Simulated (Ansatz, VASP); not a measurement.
Two plane-wave programs on Ta

The input INCAR:

```
SYSTEM = Ta
PREC = Accurate
ENCUT = 520
EDIFF = 1E-6
ISMEAR = 0
SIGMA = 0.15
LREAL = .False.
LASPH = .True.
NELM = 60
ALGO = Fast
ISIF = 2
LWAVE = .False.
LCHARG = .False.
GGA = PE
NBANDS = 12
```

Contents of KPOINTS:

```
Automatic mesh
0
Gamma
  20 20 20
  0 0 0
```

POSCAR

```
Ta
1.0
   -1.7833824000      1.7833824000      1.5191776000
    1.7833824000     -1.7833824000      1.5191776000
    1.7833824000      1.7833824000     -1.5191776000
Ta
1
Direct
    0.0000000000      0.0000000000      0.0000000000
```

Input for Ansatz:

```yaml
crystal:
  lattice:
    - [-1.7833824, 1.7833824, 1.5191776]
    - [1.7833824, -1.7833824, 1.5191776]
    - [1.7833824, 1.7833824, -1.5191776]
  atoms:
    - { symbol: Ta, position: [0.0, 0.0, 0.0] }
basis:
  ecutwfc: 420
kpoints:
  mp_grid: { grid: [20, 20, 20] }
hamiltonian:
  xc: pbe
scf:
  occupations: { method: gaussian, width: 0.15 }
output:
  forces: true
  stress: true
  eigenvalues: true
  write_density: true
  write_potential: true
  elf: true
  volumetric_format: npy
```

Change from the starting cell: strain +0.080 along x and y, -0.080 along z, atoms carried along.

Alike in both runs: task single point; functional PBE; k mesh 20 × 20 × 20; occupations gaussian, width 0.15 eV; no spin polarisation.

```csv
,VASP,Ansatz
version,VASP 6.6.1,Ansatz 0.2.0
potentials or method,"VASP PAW PBE potentials, release 64 (Ta_pv), cutoff 520 eV","scalar-relativistic, plane waves, PAW"
valence electrons in the cell,11,13
```

```tsv
	VASP	Ansatz	Ansatz less VASP
gap on the k mesh at the Fermi level (eV)	none	none	-
pressure (GPa)	-7.5	-7.5	-0.03
traceless stress, the component that is largest in VASP (GPa)	5.83	5.87	+0.040
```

A gap of «none» marks a metal or a gap that the smearing closes. With one functional, cell and mesh, what is left measures potentials, basis and numerics. VASP's potentials hold 11 valence electrons a cell and Ansatz's 13, so a difference there can come from the potentials and not from the codes.

Spin-orbit coupling is off throughout.
